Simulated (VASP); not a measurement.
A run of VASP 6.6.1:

The input INCAR:

```
PREC = Accurate
ENCUT = 520
EDIFF = 1E-7
ISMEAR = 0
SIGMA = 0.011
LREAL = False
LASPH = True
NELM = 80
ALGO = Normal
ISIF = 2
LWAVE = False
LCHARG = False
GGA = PE
NBANDS = 16
```

Contents of KPOINTS:

```
Automatic mesh
0
Gamma
  7 7 5
```

The input POSCAR:

```
Te
1.0
    4.4540000000      0.0000000000      0.0000000000
   -2.2270000000      3.8572771485      0.0000000000
    0.0000000000      0.0000000000      5.9240000000
Te
3
Direct
    0.7310000000      0.7310000000      0.0000000000
    0.0000000000      0.2690000000      0.6666666667
    0.2690000000      0.0000000000      0.3333333333
```

Potentials or basis: VASP PAW PBE potentials, release 64 (Te).

Run with:

```sh
$ cat potpaw_PBE.64/Te/POTCAR > POTCAR
$ mpirun -np 1 vasp_std > vasp.out
```

Hardware: 1 thread of AMD EPYC 7R13 Processor (Zen 3), on a shared host.

Q: Estimate the wall time of this run.

A: Run time: 40 s on 1 thread of AMD EPYC 7R13 Processor (Zen 3), on a shared host, peak memory 0.2 GiB. Counts: scf iterations 14, k points 32.
